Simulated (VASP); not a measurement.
# Ta in VASP: further runs

Ta is run at these levels: r2SCAN; tasks: single point.

Program: VASP 6.6.1. These are calculated values, not measurements. Logs are shortened: lines on timing, memory, paths and dates and some standing lists are left out, and cuts for length are marked.

## Step 1: The cell of the first run

It takes space group Im-3m (No. 229, cubic). The conventional cell has a = 3.305 Å, b = 3.305 Å, c = 3.305 Å, α = 90.00°, β = 90.00°, γ = 90.00°. Ta (site symmetry m-3m) has 14 Ta at 2.86 to 3.30 Å within 3.8 Å.

## Step 2: Single point, r2SCAN

Input file POSCAR:

```
Ta
1.0
    3.3046647264      0.0000000000      0.0000000000
    0.0000000000      3.3046647264      0.0000000000
    0.0000000000      0.0000000000      3.3046647264
Ta
2
Direct
    0.0000000000      0.0000000000      0.0000000000
    0.5000000000      0.5000000000      0.5000000000
```

Input file INCAR.step1:

```
SYSTEM = Ta
PREC = Accurate
ENCUT = 520
ISMEAR = 0
SIGMA = 0.1
LREAL = .False.
LASPH = .True.
NELM = 80
NBANDS = 18
GGA = PE
ALGO = Normal
EDIFF = 1E-4
LWAVE = .True.
LCHARG = .False.
```

Input file INCAR.step2:

```
SYSTEM = Ta
PREC = Accurate
ENCUT = 520
EDIFF = 1E-6
ISMEAR = 0
SIGMA = 0.1
LREAL = .False.
LASPH = .True.
NELM = 80
ALGO = Normal
ISIF = 2
LWAVE = .False.
LCHARG = .False.
METAGGA = R2SCAN
LMIXTAU = .True.
NBANDS = 18
ISTART = 1
```

Input file KPOINTS:

```
Automatic mesh
0
Gamma
  16 16 16
  0 0 0
```

Potentials or basis: VASP PAW PBE potentials, release 64 (Ta_pv).

On the command line:

```
> cat potpaw_PBE.64/Ta_pv/POTCAR > POTCAR
> cp INCAR.step1 INCAR
> mpirun -np 1 vasp_std > vasp.out
> cp INCAR.step2 INCAR
> mpirun -np 1 vasp_std > vasp.out
```

OUTCAR:

```text
SYSTEM = Ta
   PREC = Accurate
   ENCUT = 520
   EDIFF = 1E-6
   ISMEAR = 0
   LREAL = .False.
   LASPH = .True.
   NELM = 80
   ISIF = 2
   METAGGA = R2SCAN
   ISTART = 1

 ion  position               nearest neighbor table
   1  0.000  0.000  0.000-   2 2.86   2 2.86   2 2.86   2 2.86   2 2.86   2 2.86   2 2.86   2 2.86

   2  0.500  0.500  0.500-   1 2.86   1 2.86   1 2.86   1 2.86   1 2.86   1 2.86   1 2.86   1 2.86

  LATTYP: Found a simple cubic cell.
 ALAT       =     3.3046647264

  Lattice vectors:

 A1 = (   3.3046647264,   0.0000000000,   0.0000000000)
 A2 = (   0.0000000000,   3.3046647264,   0.0000000000)
 A3 = (   0.0000000000,   0.0000000000,   3.3046647264)

Analysis of symmetry for initial positions (statically):
=====================================================================
 Subroutine PRICEL returns following result:

  LATTYP: Found a body centered cubic cell.
 ALAT       =     3.3046647264

  Lattice vectors:

 A1 = (   1.6523323632,   1.6523323632,  -1.6523323632)
 A2 = (  -1.6523323632,   1.6523323632,   1.6523323632)
 A3 = (   1.6523323632,  -1.6523323632,   1.6523323632)

   2 primitive cells build up your supercell.

 Routine SETGRP: Setting up the symmetry group for a
 simple cubic supercell.

 Subroutine GETGRP returns: Found 48 space group operations
 (whereof 48 operations were pure point group operations)
 out of a pool of 48 trial point group operations.

The static configuration has the point symmetry O_h .

Analysis of symmetry for dynamics (positions and initial velocities):
=====================================================================
 Subroutine PRICEL returns following result:

  LATTYP: Found a body centered cubic cell.
 ALAT       =     3.3046647264

  Lattice vectors:

 A1 = (   1.6523323632,   1.6523323632,  -1.6523323632)
 A2 = (  -1.6523323632,   1.6523323632,   1.6523323632)
 A3 = (   1.6523323632,  -1.6523323632,   1.6523323632)

   2 primitive cells build up your supercell.

 Routine SETGRP: Setting up the symmetry group for a
 simple cubic supercell.

 Subroutine GETGRP returns: Found 48 space group operations
 (whereof 48 operations were pure point group operations)
 out of a pool of 48 trial point group operations.

The dynamic configuration has the point symmetry O_h .

 Subroutine INISYM returns: Found 48 space group operations
 (whereof 48 operations are pure point group operations),
 and found     2 'primitive' translations

----------------------------------------------------------------------------------------

                                     Primitive cell

  volume of cell :      18.0448

  direct lattice vectors                    reciprocal lattice vectors
     1.652332363  1.652332363 -1.652332363     0.302602558  0.302602558  0.000000000
    -1.652332363  1.652332363  1.652332363    -0.000000000  0.302602558  0.302602558
     1.652332363 -1.652332363  1.652332363     0.302602558  0.000000000  0.302602558

  length of vectors
     2.861923604  2.861923604  2.861923604     0.427944642  0.427944642  0.427944642

  position of ions in fractional coordinates (direct lattice)
     0.000000000  0.000000000  0.000000000

  ion indices of the primitive-cell ions
   primitive index   ion index
                 1           1

----------------------------------------------------------------------------------------

 KPOINTS: Automatic mesh

Automatic generation of k-mesh.
 Grid dimensions read from file:
 generate k-points for:   16   16   16

 Generating k-lattice:

  Cartesian coordinates                     Fractional coordinates (reciprocal lattice)
     0.018912660  0.000000000  0.000000000     0.062500000  0.000000000  0.000000000
     0.000000000  0.018912660  0.000000000     0.000000000  0.062500000  0.000000000
     0.000000000  0.000000000  0.018912660     0.000000000  0.000000000  0.062500000

  Length of vectors
     0.018912660  0.018912660  0.018912660

  Shift w.r.t. Gamma in fractional coordinates (k-lattice)
     0.000000000  0.000000000  0.000000000

 Subroutine IBZKPT returns following result:
 ===========================================

 Found    165 irreducible k-points:

 Following reciprocal coordinates:
            Coordinates               Weight
  0.000000  0.000000  0.000000      1.000000
  0.062500  0.000000  0.000000      6.000000
  0.125000  0.000000  0.000000      6.000000
  0.187500  0.000000  0.000000      6.000000
  0.250000  0.000000  0.000000      6.000000
  0.312500  0.000000  0.000000      6.000000
[... 16 lines left out ...]
  0.437500  0.125000  0.000000     24.000000
  0.500000  0.125000  0.000000     12.000000
 [... further k-points ...]
   k-points           NKPTS =    165   k-points in BZ     NKDIM =    165   number of bands    NBANDS=     18
   number of dos      NEDOS =    301   number of ions     NIONS =      2
   total plane-waves  NPLWV =  21952
   dimension x,y,z NGX =    28 NGY =   28 NGZ =   28
   dimension x,y,z NGXF=    56 NGYF=   56 NGZF=   56
   ions per type =               2
   NGX,Y,Z   is equivalent  to a cutoff of  14.09, 14.09, 14.09 a.u.
   NGXF,Y,Z  is equivalent  to a cutoff of  28.17, 28.17, 28.17 a.u.
 SYSTEM =  Ta
   PREC   = accura    normal or accurate (medium, high low for compatibility)
   ISTART =      1    job   : 0-new  1-cont  2-samecut
   ICHARG =      0    charge: 1-file 2-atom 10-const
   ISPIN  =      1    spin polarized calculation?
   LNONCOLLINEAR =      F non collinear calculations
   LSORBIT =      F    spin-orbit coupling
   LASPH  =      T    aspherical Exc in radial PAW
   ENCUT  =  520.0 eV  38.22 Ry    6.18 a.u.   6.14  6.14  6.14*2*pi/ulx,y,z
   NELM   =     80;   NELMIN=  2; NELMDL=  0     # of ELM steps
   EDIFF  = 0.1E-05   stopping-criterion for ELM
   LREAL  =      F    real-space projection
   EDIFFG = 0.1E-04   stopping-criterion for IOM
   NSW    =      0    number of steps for IOM
   IBRION =     -1    ionic relax: 0-MD 1-quasi-New 2-CG
   NFREE  =      0    steps in history (QN), initial steepest desc. (CG)
   ISIF   =      2    stress and relaxation
   ISYM   =      2    0-nonsym 1-usesym 2-fastsym
   POTIM  = 0.5000    time-step for ionic-motion
   TEBEG  =    0.0;   TEEND  =   0.0 temperature during run
   PSTRESS=    0.0 pullay stress
   NELECT =      22.0000    total number of electrons
   NUPDOWN=      -1.0000    fix difference up-down
   EMIN   =  10.00;   EMAX   =-10.00  energy-range for DOS
   EFERMI =   0.00;   METHOD = LEGACY
   ISMEAR =     0;   SIGMA  =   0.10  broadening in eV -4-tet -1-fermi 0-gaus
   EFERMI_NEDOS =   21; number of points for ismear=-14 and -15
   IALGO  =     38    algorithm
   IMIX   =      4    mixing-type and parameters
     AMIX     =   0.40;   BMIX     =  1.00
     AMIX_MAG =   1.60;   BMIX_MAG =  1.00
  volume/ion in A,a.u.               =      18.04       121.77
  Fermi-wavevector in a.u.,A,eV,Ry     =   1.388103  2.623134 26.216108  1.926830
  Thomas-Fermi vector in A             =   2.512261
   LORBIT       =      0    0 simple, 1 ext, 2 COOP (PROOUT), +10 PAW based schemes
   METAGGA = R2SCAN    functional components
   LHFCALC =     F    Hartree Fock is set to
   AEXX    =    0.0000 exact exchange contribution
   IVDW    =     0    specifies the selected vdW correction
   LEPSILON=     F    determine dielectric tensor
   LRPA    =     F    only Hartree local field effects (RPA)
 non-spin polarized calculation
 Gauss-broadening in eV      SIGMA  =   0.10
  energy-cutoff  :      520.00
  volume of cell :       36.09
 maximum number of plane-waves:       992
 NGX is ok and might be reduce to    28
   NGX = 13   NGY = 13   NGZ = 13

 number of electron      21.9999999 magnetization

 Free energy of the ion-electron system (eV)
  ---------------------------------------------------
  ext. energy  EPLUGINS =         0.00000000
  ---------------------------------------------------
  free energy    TOTEN  =       -97.16392871 eV

  energy without entropy =      -97.14978354  energy(sigma->0) =      -97.15685612

 E-fermi :   5.3019     XC(G=0): -13.7613

 val. band max:        5.3016429646   @ k =   0.5000   0.3125   0.0625
 cond. band min:       5.3104978722   @ k =   0.4375   0.1875   0.1250
 fundamental gap:      0.0088549076
 Fermi energy:         5.3019320512

 k-point     1 :       0.0000    0.0000    0.0000
  band No.  band energies     occupation
      1     -29.7744      2.00000
      2     -29.7744      2.00000
      3     -29.7744      2.00000
      4     -28.9245      2.00000
      5     -28.9245      2.00000
      6     -28.9245      2.00000
[... 10 lines left out ...]
     17      12.4063      0.00000
     18      14.3101      0.00000

 k-point     2 :       0.0625    0.0000    0.0000
  band No.  band energies     occupation
      1     -29.7751      2.00000
      2     -29.7660      2.00000
      3     -29.7660      2.00000
      4     -28.9425      2.00000
      5     -28.9323      2.00000
      6     -28.9323      2.00000
[... 10 lines left out ...]
     17      12.3136      0.00000
     18      14.0086      0.00000

 k-point     3 :       0.1250    0.0000    0.0000
  band No.  band energies     occupation
      1     -29.7762      2.00000
      2     -29.7410      2.00000
      3     -29.7410      2.00000
      4     -28.9946      2.00000
      5     -28.9556      2.00000
      6     -28.9556      2.00000
[... 10 lines left out ...]
     17      12.0463      0.00000
     18      13.2616      0.00000

 k-point     4 :       0.1875    0.0000    0.0000
  band No.  band energies     occupation
      1     -29.7749      2.00000
      2     -29.7006      2.00000
      3     -29.7006      2.00000
      4     -29.0750      2.00000
      5     -28.9934      2.00000
      6     -28.9934      2.00000
[... 375 lines left out ...]
      4     -29.3796      2.00000
      5     -29.1889      2.00000
      6     -29.0727      2.00000
[... 10 lines left out ...]
     17      10.9763      0.00000
     18      11.1764      0.00000

 k-point    23 :       0.4375    0.1250    0.0000
  band No.  band energies     occupation
      1     -29.7982      2.00000
      2     -29.6526      2.00000
      3     -29.4153      2.00000
      4     -29.2991      2.00000
      5     -29.2616      2.00000
      6     -29.1425      2.00000
[... 10 lines left out ...]
     17      10.8105      0.00000
     18      10.8536      0.00000

 k-point    24 :       0.5000    0.1250    0.0000
  band No.  band energies     occupation
      1     -29.7354      2.00000
      2     -29.7354      2.00000
      3     -29.3381      2.00000
      4     -29.3381      2.00000
      5     -29.2190      2.00000
      6     -29.2190      2.00000
[... 10 lines left out ...]
     17      10.7991      0.00000
     18      10.7991      0.00000

 [... further k-points ...]
[... 5 lines left out ...]
  --------------------------------------------------------------------------------------
  -------------------------------------------------------------------------------------
  Total        0.1843363      0.1843363      0.1843363      0.0000000     -0.0000000      0.0000000
  in kB        8.1835013      8.1835013      8.1835013      0.0000000     -0.0000000      0.0000000
  external PRESSURE =       8.1835013 kB  Pullay stress =       0.0000000 kB

 VOLUME and BASIS-vectors are now :
 -----------------------------------------------------------------------------
  energy-cutoff  :      520.00
  volume of cell :       36.09
      direct lattice vectors                 reciprocal lattice vectors
     3.304664726  0.000000000  0.000000000     0.302602558  0.000000000  0.000000000
     0.000000000  3.304664726  0.000000000     0.000000000  0.302602558  0.000000000
     0.000000000  0.000000000  3.304664726     0.000000000  0.000000000  0.302602558

 POSITION                                       TOTAL-FORCE (eV/Angst)
 -----------------------------------------------------------------------------------
      0.00000      0.00000      0.00000         0.000000      0.000000      0.000000
      1.65233      1.65233      1.65233        -0.000000     -0.000000     -0.000000
 -----------------------------------------------------------------------------------
    total drift:                                0.000000      0.000000      0.000000

  FREE ENERGIE OF THE ION-ELECTRON SYSTEM (eV)
  ---------------------------------------------------
  free  energy   TOTEN  =       -97.1639287056 eV

  energy  without entropy=      -97.1497835432  energy(sigma->0) =      -97.15685612
```

Wall time 8.3 min (1 thread of Intel Xeon 8259CL, shared host); peak memory 0.23 GiB.

What came out:

```
Free energy            : -97.1639 eV
Pressure               : 0.8 GPa
Band gap on the k mesh : zero (bands 11 and 12 overlap by 2.80 eV)
```

Caveat: the PAW data sets were made with another functional, which shifts forces and pressure a little; spin-orbit coupling is left out, which moves the levels of the heavy elements.

## Step 3: Single point, r2SCAN (biaxial strain in the a-b plane: -2.0 %)

Input file POSCAR:

```
Ta
1.0
    3.2385714318      0.0000000000      0.0000000000
    0.0000000000      3.2385714318      0.0000000000
    0.0000000000      0.0000000000      3.3443207031
Ta
2
Direct
    0.0000000000      0.0000000000      0.0000000000
    0.5000000000      0.5000000000      0.5000000000
```

Input file INCAR.step1:

```
PREC = Accurate ; ENCUT = 520
ISMEAR = 0 ; SIGMA = 0.1
LREAL = F ; LASPH = T
NELM = 60 ; NBANDS = 18
GGA = PE ; ALGO = Normal
EDIFF = 1E-4 ; LWAVE = T
LCHARG = F
```

Input file INCAR.step2:

```
PREC = Accurate ; ENCUT = 520
EDIFF = 1E-7 ; ISMEAR = 0
SIGMA = 0.1 ; LREAL = F
LASPH = T ; NELM = 60
ALGO = Normal ; ISIF = 2
LWAVE = F ; LCHARG = F
METAGGA = R2SCAN ; LMIXTAU = T
NBANDS = 18 ; ISTART = 1
```

Input file KPOINTS:

```
Automatic mesh
0
Gamma
  16 16 16
```

Potentials or basis: VASP PAW PBE potentials, release 64 (Ta_pv).

On the command line:

```
> cat potpaw_PBE.64/Ta_pv/POTCAR > POTCAR
> cp INCAR.step1 INCAR
> mpirun -np 1 vasp_std > vasp.out
> cp INCAR.step2 INCAR
> mpirun -np 1 vasp_std > vasp.out
```

Run time: 13 min. Hardware: 1 thread of Intel Xeon 8259CL, shared host; peak memory 0.32 GiB.

The run converged. Its results:

- Free energy: -97.1314 eV
- Pressure: 7.1 GPa
- Band gap on the k mesh: zero (bands 11 and 12 overlap by 3.07 eV)

Stress tensor (GPa, compression positive):
```
8.27 0.00 0.00
0.00 8.27 0.00
0.00 0.00 4.67
```

Levels at points of the mesh, in eV from the Fermi level:
```
           k point  band 9  band 10  band 11  band 12  band 13  band 14
(0.00, 0.00, 0.00)   -4.06     0.71     0.71     1.15     4.11     4.72
(0.50, 0.00, 0.00)   -0.95    -0.95     1.10     1.10     1.46     1.46
(0.50, 0.50, 0.00)   -1.94    -1.94     1.78     1.78     4.72     4.72
(0.00, 0.00, 0.50)   -1.08    -1.08     1.54     1.54     1.54     1.54
(0.50, 0.00, 0.50)   -1.48    -1.48     1.53     1.53     4.05     4.05
(0.50, 0.50, 0.50)   -1.29    -1.29    -1.29    -1.29     5.40     5.40
```

Caveat: the cell differs from its parent crystal (biaxial strain in the a-b plane: -2.0 %); the cell stands under pressure; the PAW data sets were made with another functional, which shifts forces and pressure a little; spin-orbit coupling is left out, which moves the levels of the heavy elements.

[end of part 1 of 2]
